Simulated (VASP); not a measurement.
# In2S (P-3m1) in VASP: notebook, part 2 of 2

VASP 6.6.1.

## Step 3: Single point, PBE

This run uses another cell than the first one, of 26.69 Å³/atom.

File INCAR:

```
ALGO = Normal
EDIFF = 1E-6
ENCUT = 520
GGA = PE
ISIF = 2
ISMEAR = 0
LASPH = T
LCHARG = F
LREAL = F
LWAVE = F
NBANDS = 23
NELM = 100
PREC = Accurate
SIGMA = 0.1
```

File KPOINTS:

```
k-points
0
Gamma
  6 6 4
```

File POSCAR:

```
In2S
1.0
    4.0890103426      0.0000000000      0.0000000000
   -2.0445051713      3.5411868330      0.0000000000
    0.0000000000      0.0000000000      5.5295174973
In S
2 1
Direct
    0.6666666667      0.3333333333      0.7959725305
    0.3333333333      0.6666666667      0.2040274695
    0.0000000000      0.0000000000      0.5000000000
```

Potentials or basis: VASP PAW PBE potentials, release 64 (In_d, S).

Started as:

```bash
> cat potpaw_PBE.64/In_d/POTCAR potpaw_PBE.64/S/POTCAR > POTCAR
> mpirun -np 1 vasp_std > vasp.out
```

OUTCAR:

```text
EDIFF = 1E-6
   ENCUT = 520
   GGA = PE
   ISIF = 2
   ISMEAR = 0
   LASPH = T
   LREAL = F
   NELM = 100
   PREC = Accurate

 ion  position               nearest neighbor table
   1  0.667  0.333  0.796-   3 2.87   3 2.87   3 2.87   2 3.27   2 3.27   2 3.27
   2  0.333  0.667  0.204-   3 2.87   3 2.87   3 2.87   1 3.27   1 3.27   1 3.27
   3  0.000  0.000  0.500-   1 2.87   2 2.87   2 2.87   1 2.87   1 2.87   2 2.87

  LATTYP: Found a hexagonal cell.
 ALAT       =     4.0890103426
 C/A-ratio  =     1.3522874813

  Lattice vectors:

 A1 = (   4.0890103426,   0.0000000000,   0.0000000000)
 A2 = (  -2.0445051713,   3.5411868330,   0.0000000000)
 A3 = (   0.0000000000,   0.0000000000,   5.5295174973)

Analysis of symmetry for initial positions (statically):
=====================================================================
 Subroutine PRICEL returns:
 Original cell was already a primitive cell.

 Routine SETGRP: Setting up the symmetry group for a
 hexagonal supercell.

 Subroutine GETGRP returns: Found 12 space group operations
 (whereof 12 operations were pure point group operations)
 out of a pool of 24 trial point group operations.

The static configuration has the point symmetry D_3d.

Analysis of symmetry for dynamics (positions and initial velocities):
=====================================================================
 Subroutine PRICEL returns:
 Original cell was already a primitive cell.

 Routine SETGRP: Setting up the symmetry group for a
 hexagonal supercell.

 Subroutine GETGRP returns: Found 12 space group operations
 (whereof 12 operations were pure point group operations)
 out of a pool of 24 trial point group operations.

The dynamic configuration has the point symmetry D_3d.

 Subroutine INISYM returns: Found 12 space group operations
 (whereof 12 operations are pure point group operations),
 and found     1 'primitive' translations

----------------------------------------------------------------------------------------

                                     Primitive cell

  volume of cell :      80.0671

  direct lattice vectors                    reciprocal lattice vectors
     4.089010343  0.000000000  0.000000000     0.244557953  0.141195600  0.000000000
    -2.044505171  3.541186833  0.000000000     0.000000000  0.282391200  0.000000000
     0.000000000  0.000000000  5.529517497     0.000000000  0.000000000  0.180847606

  length of vectors
     4.089010343  4.089010343  5.529517497     0.282391200  0.282391200  0.180847606

  position of ions in fractional coordinates (direct lattice)
     0.666666667  0.333333333  0.795972531
     0.333333333  0.666666667  0.204027469
     0.000000000  0.000000000  0.500000000

  ion indices of the primitive-cell ions
   primitive index   ion index
                 1           1
                 2           2
                 3           3

----------------------------------------------------------------------------------------

 KPOINTS: k-points

Automatic generation of k-mesh.
 Grid dimensions read from file:
 generate k-points for:    6    6    4

 Generating k-lattice:

  Cartesian coordinates                     Fractional coordinates (reciprocal lattice)
     0.040759659  0.023532600  0.000000000     0.166666667 -0.000000000  0.000000000
     0.000000000  0.047065200  0.000000000     0.000000000  0.166666667  0.000000000
     0.000000000  0.000000000  0.045211901     0.000000000  0.000000000  0.250000000

  Length of vectors
     0.047065200  0.047065200  0.045211901

  Shift w.r.t. Gamma in fractional coordinates (k-lattice)
     0.000000000  0.000000000  0.000000000

 Subroutine IBZKPT returns following result:
 ===========================================

 Found     24 irreducible k-points:

 Following reciprocal coordinates:
            Coordinates               Weight
  0.000000  0.000000  0.000000      1.000000
  0.166667  0.000000  0.000000      6.000000
  0.333333  0.000000  0.000000      6.000000
  0.500000  0.000000  0.000000      3.000000
  0.166667  0.166667  0.000000      6.000000
  0.333333  0.166667  0.000000     12.000000
[... 16 lines left out ...]
  0.333333  0.166667  0.500000     12.000000
  0.333333  0.333333  0.500000      2.000000
   k-points           NKPTS =     24   k-points in BZ     NKDIM =     24   number of bands    NBANDS=     23
   number of dos      NEDOS =    301   number of ions     NIONS =      3
   total plane-waves  NPLWV =  37800
   dimension x,y,z NGX =    30 NGY =   30 NGZ =   42
   dimension x,y,z NGXF=    60 NGYF=   60 NGZF=   84
   ions per type =               2   1
   NGX,Y,Z   is equivalent  to a cutoff of  12.20, 12.20, 12.63 a.u.
   NGXF,Y,Z  is equivalent  to a cutoff of  24.39, 24.39, 25.25 a.u.
 SYSTEM =  unknown system
   PREC   = accura    normal or accurate (medium, high low for compatibility)
   ISTART =      0    job   : 0-new  1-cont  2-samecut
   ICHARG =      2    charge: 1-file 2-atom 10-const
   ISPIN  =      1    spin polarized calculation?
   LNONCOLLINEAR =      F non collinear calculations
   LSORBIT =      F    spin-orbit coupling
   LASPH  =      T    aspherical Exc in radial PAW
   ENCUT  =  520.0 eV  38.22 Ry    6.18 a.u.   7.60  7.60 10.28*2*pi/ulx,y,z
   NELM   =    100;   NELMIN=  2; NELMDL= -5     # of ELM steps
   EDIFF  = 0.1E-05   stopping-criterion for ELM
   LREAL  =      F    real-space projection
   EDIFFG = 0.1E-04   stopping-criterion for IOM
   NSW    =      0    number of steps for IOM
   IBRION =     -1    ionic relax: 0-MD 1-quasi-New 2-CG
   NFREE  =      0    steps in history (QN), initial steepest desc. (CG)
   ISIF   =      2    stress and relaxation
   ISYM   =      2    0-nonsym 1-usesym 2-fastsym
   POTIM  = 0.5000    time-step for ionic-motion
   TEBEG  =    0.0;   TEEND  =   0.0 temperature during run
   PSTRESS=    0.0 pullay stress
   NELECT =      32.0000    total number of electrons
   NUPDOWN=      -1.0000    fix difference up-down
   EMIN   =  10.00;   EMAX   =-10.00  energy-range for DOS
   EFERMI =   0.00;   METHOD = LEGACY
   ISMEAR =     0;   SIGMA  =   0.10  broadening in eV -4-tet -1-fermi 0-gaus
   EFERMI_NEDOS =   21; number of points for ismear=-14 and -15
   IALGO  =     38    algorithm
   IMIX   =      4    mixing-type and parameters
     AMIX     =   0.40;   BMIX     =  1.00
     AMIX_MAG =   1.60;   BMIX_MAG =  1.00
  volume/ion in A,a.u.               =      26.69       180.11
  Fermi-wavevector in a.u.,A,eV,Ry     =   1.205887  2.278797 19.785105  1.454164
  Thomas-Fermi vector in A             =   2.341571
   LORBIT       =      0    0 simple, 1 ext, 2 COOP (PROOUT), +10 PAW based schemes
   GGA     = PE    functional components
   LHFCALC =     F    Hartree Fock is set to
   AEXX    =    0.0000 exact exchange contribution
   IVDW    =     0    specifies the selected vdW correction
   LEPSILON=     F    determine dielectric tensor
   LRPA    =     F    only Hartree local field effects (RPA)
 non-spin polarized calculation
 Gauss-broadening in eV      SIGMA  =   0.10
  energy-cutoff  :      520.00
  volume of cell :       80.07
 maximum number of plane-waves:      2174
   NGX = 15   NGY = 15   NGZ = 21

 number of electron      32.0000020 magnetization

 Free energy of the ion-electron system (eV)
  ---------------------------------------------------
  ext. energy  EPLUGINS =         0.00000000
  ---------------------------------------------------
  free energy    TOTEN  =       -10.12081112 eV

  energy without entropy =      -10.11370284  energy(sigma->0) =      -10.11725698

 E-fermi :   6.2209     XC(G=0):  -9.5172

 val. band max:        6.2118630224   @ k =   0.3333   0.1667   0.0000
 cond. band min:       6.2846818612   @ k =   0.5000   0.0000   0.5000
 fundamental gap:      0.0728188388
 Fermi energy:         6.2209277981

 k-point     1 :       0.0000    0.0000    0.0000
  band No.  band energies     occupation
      1      -8.7190      2.00000
      2      -8.7190      2.00000
      3      -8.6605      2.00000
      4      -8.6384      2.00000
      5      -8.6384      2.00000
      6      -8.5442      2.00000
[... 15 lines left out ...]
     22      12.6748      0.00000
     23      14.2164      0.00000
[... 575 lines left out ...]
      1      -8.7782      2.00000
      2      -8.7155      2.00000
      3      -8.6582      2.00000
      4      -8.6582      2.00000
      5      -8.6108      2.00000
      6      -8.5770      2.00000
[... 15 lines left out ...]
     22      11.7312      0.00000
     23      14.7514      0.00000

------------------------ aborting loop because EDIFF is reached ----------------------------------------

  FORCE on cell =-STRESS in cart. coord.  units (eV):
  Direction    XX          YY          ZZ          XY          YZ          ZX
  --------------------------------------------------------------------------------------
  -------------------------------------------------------------------------------------
  Total       -0.0841375     -0.0841375     -0.0043586      0.0000000      0.0000000      0.0000000
  in kB       -1.6836272     -1.6836272     -0.0872172      0.0000000      0.0000000      0.0000000
  external PRESSURE =      -1.1514905 kB  Pullay stress =       0.0000000 kB

 VOLUME and BASIS-vectors are now :
 -----------------------------------------------------------------------------
  energy-cutoff  :      520.00
  volume of cell :       80.07
      direct lattice vectors                 reciprocal lattice vectors
     4.089010343  0.000000000  0.000000000     0.244557953  0.141195600  0.000000000
    -2.044505171  3.541186833  0.000000000     0.000000000  0.282391200  0.000000000
     0.000000000  0.000000000  5.529517497     0.000000000  0.000000000  0.180847606

 POSITION                                       TOTAL-FORCE (eV/Angst)
 -----------------------------------------------------------------------------------
      2.04451      1.18040      4.40134        -0.000000      0.000000      0.075867
     -0.00000      2.36079      1.12817        -0.000000     -0.000000     -0.075867
      0.00000      0.00000      2.76476         0.000000      0.000000      0.000000
 -----------------------------------------------------------------------------------
    total drift:                                0.000000     -0.000000     -0.000000

  FREE ENERGIE OF THE ION-ELECTRON SYSTEM (eV)
  ---------------------------------------------------
  free  energy   TOTEN  =       -10.1208111217 eV

  energy  without entropy=      -10.1137028368  energy(sigma->0) =      -10.11725698
```

stdout:

```text
POSCAR found type information on POSCAR InS
 POSCAR found :  2 types and       3 ions
 scaLAPACK will be used
 LDA part: xc-table for (Slater+PW92), standard interpolation
 POSCAR, INCAR and KPOINTS ok, starting setup
 FFT: planning ... GRIDC
 FFT: planning ... GRID_SOFT
 FFT: planning ... GRID
 WAVECAR not read
 entering main loop
```

It took 21 s on 1 thread of Intel Xeon 6975P-C (Granite Rapids), shared host; peak memory 0.2 GiB.

Results:

| Property | Result |
| --- | --- |
| Free energy | -10.1208 eV |
| Pressure | -0.1 GPa |
| Largest force | 0.076 eV/Å |
| Band gap on the k mesh | zero (bands 16 and 17 overlap by 1.21 eV) |

Forces in eV/Å, atoms in the order of the input:
```
In   0.000  0.000  0.076
In   0.000  0.000 -0.076
S    0.000  0.000  0.000
```

Stress tensor (GPa, compression positive):
```
-0.17  0.00  0.00
 0.00 -0.17  0.00
 0.00  0.00 -0.01
```

Caveat: spin-orbit coupling is left out, which moves the levels of the heavy elements.
